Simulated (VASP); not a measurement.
# KZn (NaTl type) (Fd-3m) in VASP: notebook

The runs below take KZn (NaTl type) through single point, relaxation of cell and atoms, with PBEsol.

All numbers are computed with VASP 6.6.1; they aren't measurements. Logs are shortened: lines on timing, memory, paths and dates and some standing lists are left out, and cuts for length are marked.

**1. The cell of the first run**

Symmetry: Fd-3m, No. 227, cubic system. The conventional cell has a = 7.778 Å, b = 7.778 Å, c = 7.778 Å, α = 90.00°, β = 90.00°, γ = 90.00°. Within 4.4 Å of K (site symmetry -43m) lie 4 K at 3.37 Å and 10 Zn at 3.37 to 3.89 Å. Within 4.4 Å of Zn (site symmetry -43m) lie 10 K at 3.37 to 3.89 Å and 4 Zn at 3.37 Å.

**2. Single point, PBEsol**

File INCAR:

```
PREC     = Accurate       # precision mode
ENCUT    = 520            # plane-wave cutoff, eV
EDIFF    = 1E-7           # SCF threshold, eV
ISMEAR   = -1             # smearing method
SIGMA    = 0.05           # smearing width, eV
LREAL    = F              # projectors in reciprocal space
LASPH    = T              # aspherical terms in the spheres
NELM     = 80             # most SCF steps
ALGO     = Normal         # electronic algorithm
ISIF     = 2              # what is computed and relaxed
LWAVE    = F              # write WAVECAR
LCHARG   = F              # write CHGCAR
GGA      = PS             # functional
NBANDS   = 29             # bands
```

File KPOINTS:

```
Automatic mesh
0
Gamma
  7 7 7
```

File POSCAR:

```
KZn
1.0
    0.0000000000      3.8888498545      3.8888498545
    3.8888498545      0.0000000000      3.8888498545
    3.8888498545      3.8888498545      0.0000000000
K Zn
2 2
Direct
    0.1250000000      0.1250000000      0.1250000000
   -0.1250000000     -0.1250000000     -0.1250000000
    0.3750000000      0.3750000000      0.3750000000
   -0.3750000000     -0.3750000000     -0.3750000000
```

Potentials or basis: VASP PAW PBE potentials, release 64 (K_sv, Zn).

Started as:

```bash
> cat potpaw_PBE.64/K_sv/POTCAR potpaw_PBE.64/Zn/POTCAR > POTCAR
> mpirun -np 1 vasp_std > vasp.out
```

OUTCAR:

```text
PREC = Accurate
   ENCUT = 520
   EDIFF = 1E-7
   ISMEAR = -1
   LREAL = F
   LASPH = T
   NELM = 80
   ISIF = 2
   GGA = PS

 ion  position               nearest neighbor table
   1  0.125  0.125  0.125-   2 3.37   2 3.37   2 3.37   2 3.37   3 3.37   3 3.37   3 3.37   3 3.37

   2  0.875  0.875  0.875-   4 3.37   4 3.37   4 3.37   1 3.37   4 3.37   1 3.37   1 3.37   1 3.37

   3  0.375  0.375  0.375-   1 3.37   1 3.37   1 3.37   1 3.37
   4  0.625  0.625  0.625-   2 3.37   2 3.37   2 3.37   2 3.37

  LATTYP: Found a face centered cubic cell.
 ALAT       =     7.7776997090

  Lattice vectors:

 A1 = (   0.0000000000,   3.8888498545,   3.8888498545)
 A2 = (   3.8888498545,   0.0000000000,   3.8888498545)
 A3 = (   3.8888498545,   3.8888498545,   0.0000000000)

Analysis of symmetry for initial positions (statically):
=====================================================================
 Subroutine PRICEL returns:
 Original cell was already a primitive cell.

 Routine SETGRP: Setting up the symmetry group for a
 face centered cubic supercell.

 Subroutine GETGRP returns: Found 48 space group operations
 (whereof 12 operations were pure point group operations)
 out of a pool of 48 trial point group operations.

The static configuration has the point symmetry D_3d.
 The point group associated with its full space group is O_h .

Analysis of symmetry for dynamics (positions and initial velocities):
=====================================================================
 Subroutine PRICEL returns:
 Original cell was already a primitive cell.

 Routine SETGRP: Setting up the symmetry group for a
 face centered cubic supercell.

 Subroutine GETGRP returns: Found 48 space group operations
 (whereof 12 operations were pure point group operations)
 out of a pool of 48 trial point group operations.

The dynamic configuration has the point symmetry D_3d.
 The point group associated with its full space group is O_h .

 Subroutine INISYM returns: Found 48 space group operations
 (whereof 12 operations are pure point group operations),
 and found     1 'primitive' translations

----------------------------------------------------------------------------------------

                                     Primitive cell

  volume of cell :     117.6233

  direct lattice vectors                    reciprocal lattice vectors
     0.000000000  3.888849855  3.888849855    -0.128572719  0.128572719  0.128572719
     3.888849855  0.000000000  3.888849855     0.128572719 -0.128572719  0.128572719
     3.888849855  3.888849855  0.000000000     0.128572719  0.128572719 -0.128572719

  length of vectors
     5.499664206  5.499664206  5.499664206     0.222694482  0.222694482  0.222694482

  position of ions in fractional coordinates (direct lattice)
     0.125000000  0.125000000  0.125000000
     0.875000000  0.875000000  0.875000000
     0.375000000  0.375000000  0.375000000
     0.625000000  0.625000000  0.625000000

  ion indices of the primitive-cell ions
   primitive index   ion index
                 1           1
                 2           2
                 3           3
                 4           4

----------------------------------------------------------------------------------------

 KPOINTS: Automatic mesh

Automatic generation of k-mesh.
 Grid dimensions read from file:
 generate k-points for:    7    7    7

 Generating k-lattice:

  Cartesian coordinates                     Fractional coordinates (reciprocal lattice)
    -0.018367531  0.018367531  0.018367531     0.142857143  0.000000000  0.000000000
     0.018367531 -0.018367531  0.018367531     0.000000000  0.142857143  0.000000000
     0.018367531  0.018367531 -0.018367531     0.000000000  0.000000000  0.142857143

  Length of vectors
     0.031813497  0.031813497  0.031813497

  Shift w.r.t. Gamma in fractional coordinates (k-lattice)
     0.000000000  0.000000000  0.000000000

 Subroutine IBZKPT returns following result:
 ===========================================

 Found     20 irreducible k-points:

 Following reciprocal coordinates:
            Coordinates               Weight
  0.000000  0.000000  0.000000      1.000000
  0.142857  0.000000  0.000000      8.000000
  0.285714  0.000000  0.000000      8.000000
  0.428571  0.000000  0.000000      8.000000
  0.142857  0.142857  0.000000      6.000000
  0.285714  0.142857  0.000000     24.000000
[... 12 lines left out ...]
 -0.428571  0.428571  0.142857     24.000000
 -0.285714  0.428571  0.142857     24.000000
   k-points           NKPTS =     20   k-points in BZ     NKDIM =     20   number of bands    NBANDS=     29
   number of dos      NEDOS =    301   number of ions     NIONS =      4
   total plane-waves  NPLWV =  74088
   dimension x,y,z NGX =    42 NGY =   42 NGZ =   42
   dimension x,y,z NGXF=    84 NGYF=   84 NGZF=   84
   ions per type =               2   2
   NGX,Y,Z   is equivalent  to a cutoff of  12.70, 12.70, 12.70 a.u.
   NGXF,Y,Z  is equivalent  to a cutoff of  25.39, 25.39, 25.39 a.u.
 SYSTEM =  unknown system
   PREC   = accura    normal or accurate (medium, high low for compatibility)
   ISTART =      0    job   : 0-new  1-cont  2-samecut
   ICHARG =      2    charge: 1-file 2-atom 10-const
   ISPIN  =      1    spin polarized calculation?
   LNONCOLLINEAR =      F non collinear calculations
   LSORBIT =      F    spin-orbit coupling
   LASPH  =      T    aspherical Exc in radial PAW
   ENCUT  =  520.0 eV  38.22 Ry    6.18 a.u.  10.23 10.23 10.23*2*pi/ulx,y,z
   NELM   =     80;   NELMIN=  2; NELMDL= -5     # of ELM steps
   EDIFF  = 0.1E-06   stopping-criterion for ELM
   LREAL  =      F    real-space projection
   EDIFFG = 0.1E-05   stopping-criterion for IOM
   NSW    =      0    number of steps for IOM
   IBRION =     -1    ionic relax: 0-MD 1-quasi-New 2-CG
   NFREE  =      0    steps in history (QN), initial steepest desc. (CG)
   ISIF   =      2    stress and relaxation
   ISYM   =      2    0-nonsym 1-usesym 2-fastsym
   POTIM  = 0.5000    time-step for ionic-motion
   TEBEG  =    0.0;   TEEND  =   0.0 temperature during run
   PSTRESS=    0.0 pullay stress
   NELECT =      42.0000    total number of electrons
   NUPDOWN=      -1.0000    fix difference up-down
   EMIN   =  10.00;   EMAX   =-10.00  energy-range for DOS
   EFERMI =   0.00;   METHOD = LEGACY
   ISMEAR =    -1;   SIGMA  =   0.05  broadening in eV -4-tet -1-fermi 0-gaus
   EFERMI_NEDOS =   21; number of points for ismear=-14 and -15
   IALGO  =     38    algorithm
   IMIX   =      4    mixing-type and parameters
     AMIX     =   0.40;   BMIX     =  1.00
     AMIX_MAG =   1.60;   BMIX_MAG =  1.00
  volume/ion in A,a.u.               =      29.41       198.44
  Fermi-wavevector in a.u.,A,eV,Ry     =   1.161431  2.194786 18.353198  1.348922
  Thomas-Fermi vector in A             =   2.298003
   LORBIT       =      0    0 simple, 1 ext, 2 COOP (PROOUT), +10 PAW based schemes
   GGA     = PS    functional components
   LHFCALC =     F    Hartree Fock is set to
   AEXX    =    0.0000 exact exchange contribution
   IVDW    =     0    specifies the selected vdW correction
   LEPSILON=     F    determine dielectric tensor
   LRPA    =     F    only Hartree local field effects (RPA)
 non-spin polarized calculation
  energy-cutoff  :      520.00
  volume of cell :      117.62
 maximum number of plane-waves:      3186
 NGX is ok and might be reduce to    42
   NGX = 21   NGY = 21   NGZ = 21

 number of electron      42.0000025 magnetization

 Free energy of the ion-electron system (eV)
  ---------------------------------------------------
  ext. energy  EPLUGINS =         0.00000000
  ---------------------------------------------------
  free energy    TOTEN  =        -4.17516909 eV

  energy without entropy =       -4.15208547  energy(sigma->0) =       -4.16362728

 E-fermi :   1.2274     XC(G=0):  -8.5542

 val. band max:        1.0989432285   @ k =   0.0000   0.0000   0.0000
 cond. band min:       1.2458776981   @ k =  -0.4286   0.2857   0.1429
 fundamental gap:      0.1469344696
 Fermi energy:         1.2274153185

 k-point     1 :       0.0000    0.0000    0.0000
  band No.  band energies     occupation
      1     -30.2908      2.00000
      2     -30.1371      2.00000
      3     -13.9780      2.00000
      4     -13.9780      2.00000
      5     -13.9780      2.00000
      6     -13.6501      2.00000
[... 21 lines left out ...]
     28       4.1561      0.00000
     29       5.7807      0.00000

 k-point     2 :       0.1429    0.0000    0.0000
  band No.  band energies     occupation
      1     -30.2852      2.00000
      2     -30.1427      2.00000
      3     -13.9885      2.00000
      4     -13.9885      2.00000
      5     -13.9838      2.00000
      6     -13.6505      2.00000
[... 21 lines left out ...]
     28       4.4706      0.00000
     29       6.3653      0.00000

 k-point     3 :       0.2857    0.0000    0.0000
  band No.  band energies     occupation
      1     -30.2705      2.00000
      2     -30.1574      2.00000
      3     -14.0102      2.00000
      4     -14.0102      2.00000
      5     -13.9996      2.00000
      6     -13.6481      2.00000
[... 21 lines left out ...]
     28       5.0899      0.00000
     29       6.0802      0.00000

 k-point     4 :       0.4286    0.0000    0.0000
  band No.  band energies     occupation
      1     -30.2551      2.00000
      2     -30.1729      2.00000
      3     -14.0259      2.00000
      4     -14.0259      2.00000
      5     -14.0146      2.00000
      6     -13.6433      2.00000
[... 469 lines left out ...]
     28       5.8747      0.00000
     29       6.4197      0.00000

 k-point    19 :      -0.4286    0.4286    0.1429
  band No.  band energies     occupation
      1     -30.2294      2.00000
      2     -30.1986      2.00000
      3     -14.0844      2.00000
      4     -14.0742      2.00000
      5     -13.8649      2.00000
      6     -13.7866      2.00000
[... 21 lines left out ...]
     28       6.0048      0.00000
     29       6.1277      0.00000

 k-point    20 :      -0.2857    0.4286    0.1429
  band No.  band energies     occupation
      1     -30.2247      2.00000
      2     -30.2034      2.00000
      3     -14.0940      2.00000
      4     -14.0710      2.00000
      5     -13.8627      2.00000
      6     -13.7834      2.00000
[... 21 lines left out ...]
     28       5.8619      0.00000
     29       6.7043      0.00000

------------------------ aborting loop because EDIFF is reached ----------------------------------------

  FORCE on cell =-STRESS in cart. coord.  units (eV):
  Direction    XX          YY          ZZ          XY          YZ          ZX
  --------------------------------------------------------------------------------------
  -------------------------------------------------------------------------------------
  Total        0.0337460      0.0337460      0.0337460     -0.0000000      0.0000000      0.0000000
  in kB        0.4596627      0.4596627      0.4596627     -0.0000000      0.0000000      0.0000000
  external PRESSURE =       0.4596627 kB  Pullay stress =       0.0000000 kB

 VOLUME and BASIS-vectors are now :
 -----------------------------------------------------------------------------
  energy-cutoff  :      520.00
  volume of cell :      117.62
      direct lattice vectors                 reciprocal lattice vectors
     0.000000000  3.888849855  3.888849855    -0.128572719  0.128572719  0.128572719
     3.888849855  0.000000000  3.888849855     0.128572719 -0.128572719  0.128572719
     3.888849855  3.888849855  0.000000000     0.128572719  0.128572719 -0.128572719

 POSITION                                       TOTAL-FORCE (eV/Angst)
 -----------------------------------------------------------------------------------
      0.97221      0.97221      0.97221        -0.000000      0.000000      0.000000
      6.80549      6.80549      6.80549        -0.000000      0.000000     -0.000000
      2.91664      2.91664      2.91664        -0.000000     -0.000000     -0.000000
      4.86106      4.86106      4.86106         0.000000      0.000000      0.000000
 -----------------------------------------------------------------------------------
    total drift:                               -0.000000      0.000000      0.000000

  FREE ENERGIE OF THE ION-ELECTRON SYSTEM (eV)
  ---------------------------------------------------
  free  energy   TOTEN  =        -4.1751690905 eV

  energy  without entropy=       -4.1520854676  energy(sigma->0) =       -4.16362728
```

Run time: 2.7 min. Hardware: 1 thread of AMD EPYC 7R43 (Zen 3), shared host; peak memory 0.23 GiB.

Results:

```
Free energy            : -4.1752 eV
Pressure               : 0.0 GPa
Band gap on the k mesh : zero (bands 21 and 22 overlap by 1.35 eV)
```

Levels at points of the mesh, in eV from the Fermi level:
```
           k point  band 17  band 18  band 19  band 20  band 21  band 22  band 23  band 24  band 25  band 26
(0.00, 0.00, 0.00)    -6.96    -6.96    -5.74    -0.13     1.11     1.11     1.11     1.99     1.99     1.99
```

Caveat: the PAW data sets were made with another functional, which shifts forces and pressure a little.

**3. Relaxation of cell and atoms, PBEsol**

This run uses another cell than the first one, of 41.34 Å³/atom.

File INCAR:

```
  PREC = Accurate
  ENCUT = 600
  EDIFF = 1E-6
  ISMEAR = -1
  SIGMA = 0.05
  LREAL = False
  LASPH = True
  NELM = 100
  ALGO = Normal
  ISIF = 3
  LWAVE = False
  LCHARG = False
  GGA = PS
  IBRION = 2
  NSW = 70
  EDIFFG = -0.005
```

File KPOINTS:

```
regular mesh
0
Gamma
  7 7 7
```

File POSCAR:

```
KZn
1.0
    0.0000000000      4.3563395476      4.3563395476
    4.3563395476      0.0000000000      4.3563395476
    4.3563395476      4.3563395476      0.0000000000
K Zn
2 2
Direct
    0.1250000000      0.1250000000      0.1250000000
   -0.1250000000     -0.1250000000     -0.1250000000
    0.3750000000      0.3750000000      0.3750000000
   -0.3750000000     -0.3750000000     -0.3750000000
```

Potentials or basis: VASP PAW PBE potentials, release 64 (K_sv, Zn).

Started as:

```bash
> cat potpaw_PBE.64/K_sv/POTCAR potpaw_PBE.64/Zn/POTCAR > POTCAR
> mpirun -np 1 vasp_std > vasp.out
```

Run time: 26 min. Hardware: 1 thread of AMD EPYC 7R43 (Zen 3), shared host; peak memory 0.42 GiB.

The run converged. Its results:

| Quantity | Value |
| --- | --- |
| Free energy | -4.1782 eV |
| Relaxed volume | 29.65 Å³/atom |
| Relaxed cell | a = 5.515 Å, b = 5.515 Å, c = 5.515 Å, α = 60.00°, β = 60.00°, γ = 60.00° |
| Space group after relaxing (to 0.1 Å) | Fd-3m (No. 227) |
| Energy gained by relaxing | 90.0 meV/atom |
| Ionic steps | 15 |
| Pressure after relaxing | 0.0 GPa |
| Band gap on the k mesh | zero (bands 21 and 22 overlap by 1.35 eV) |

The path:
| step | energy change (eV) | largest force (eV/Å) | pressure (GPa) | volume (Å³) |
| --- | --- | --- | --- | --- |
| 1 | 0.0000 | 0.0000 | -1.72 | 165.35 |
| 2 | -0.1098 | 0.0000 | -1.67 | 154.93 |
| 3 | -0.3419 | 0.0000 | -0.71 | 126.32 |
| 4 | 0.5749 | 0.0000 | 11.19 | 80.12 |
| 5 | -0.3569 | 0.0000 | -0.34 | 121.52 |
| 6 | -0.3600 | 0.0000 | 0.05 | 117.76 |
| 7 | -0.3601 | 0.0000 | -0.04 | 118.61 |
| 8 | -0.3601 | 0.0000 | -0.03 | 118.60 |
| 9 | -0.3601 | 0.0000 | -0.04 | 118.59 |
| 10 | -0.3601 | 0.0000 | -0.03 | 118.59 |
| 11 | -0.3601 | 0.0000 | -0.04 | 118.59 |
| 12 | -0.3601 | 0.0000 | -0.04 | 118.59 |
| 13 | -0.3601 | 0.0000 | -0.03 | 118.59 |
| 14 | -0.3601 | 0.0000 | -0.03 | 118.59 |
| 15 | -0.3601 | 0.0000 | -0.02 | 118.59 |

Final structure:
```
CELL_PARAMETERS angstrom
0.00000 3.89942 3.89942
3.89942 0.00000 3.89942
3.89942 3.89942 0.00000
ATOMIC_POSITIONS crystal
K 0.12500 0.12500 0.12500
K 0.87500 0.87500 0.87500
Zn 0.37500 0.37500 0.37500
Zn 0.62500 0.62500 0.62500
```

Levels at points of the mesh, in eV from the Fermi level:
```
           k point  band 17  band 18  band 19  band 20  band 21  band 22  band 23  band 24  band 25
(0.00, 0.00, 0.00)    -6.96    -6.96    -5.72    -0.16     1.11     1.11     1.11     1.98     1.98
```

Caveat: the volume moved by over 15 % at a fixed basis, so the end points are rough; the PAW data sets were made with another functional, which shifts forces and pressure a little.
